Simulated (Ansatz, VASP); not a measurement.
# One calculation of Pt, two programs

```xyz
1
Lattice="-1.5506 1.5506 1.5506 1.5506 -1.5506 1.5506 1.5506 1.5506 -1.5506" Properties=species:S:1:pos:R:3 pbc="T T T"
Pt    0.0000    0.0000    0.0000
```

Alike in both runs: task single point; functional LDA; k mesh 20 × 20 × 20; occupations gaussian, width 0.15 eV; no spin polarisation.

|  | VASP | Ansatz |
| --- | --- | --- |
| version | VASP 6.6.1 | Ansatz 0.2.0 |
| potentials or method | VASP PAW LDA potentials, release 64 (Pt), cutoff 520 eV | scalar-relativistic, plane waves, PAW |
| valence electrons in the cell | 10 | 18 |

|  | VASP | Ansatz | Ansatz less VASP |
| --- | --- | --- | --- |
| gap on the k mesh at the Fermi level (eV) | none | none | - |
| pressure (GPa) | 0.8 | 0.0 | -0.75 |

Ansatz warns that its potentials were made for another functional, while VASP's fit it. LDA's correlation is that of Perdew and Zunger in VASP and of Perdew and Wang (1992) in Ansatz. A gap of «none» marks a metal or a gap that the smearing closes. VASP's potentials hold 10 valence electrons a cell and Ansatz's 18, so a difference there can come from the potentials and not from the codes.

Spin-orbit coupling is off throughout.
